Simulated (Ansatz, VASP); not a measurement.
Ti5Si: VASP beside Ansatz

```
Ti Si
1.0
     2.52425    1.45737    4.43836
    -2.52425    1.45737    4.43836
     0.00000   -2.91475    4.43836
Ti Si
5 1
Direct
  0.15136 0.15136 0.15136
  0.60456 0.39544 0.00000
  0.00000 0.60456 0.39544
  0.84864 0.84864 0.84864
  0.39544 0.00000 0.60456
  0.50000 0.50000 0.50000
```

Alike in both runs: functional PBE; k mesh 12 × 12 × 12; occupations gaussian, width 0.1 eV; no spin polarisation.

Ansatz relaxed the structure, and its values are those at the end. VASP's run is a single point on that final structure, the one shown.

|  | VASP | Ansatz |
| --- | --- | --- |
| version | VASP 6.6.1 | Ansatz 0.2.0 |
| potentials or method | VASP PAW PBE potentials, release 64 (Ti_sv, Si), cutoff 520 eV | scalar-relativistic, plane waves, PAW |
| valence electrons in the cell | 64 | 64 |

```tsv
	VASP	Ansatz	Ansatz less VASP
gap on the k mesh at the Fermi level (eV)	none	none	-
pressure (GPa)	-0.2	0.0	+0.17
```

A gap of «none» marks a metal or a gap that the smearing closes. With one functional, cell and mesh, what is left measures potentials, basis and numerics.
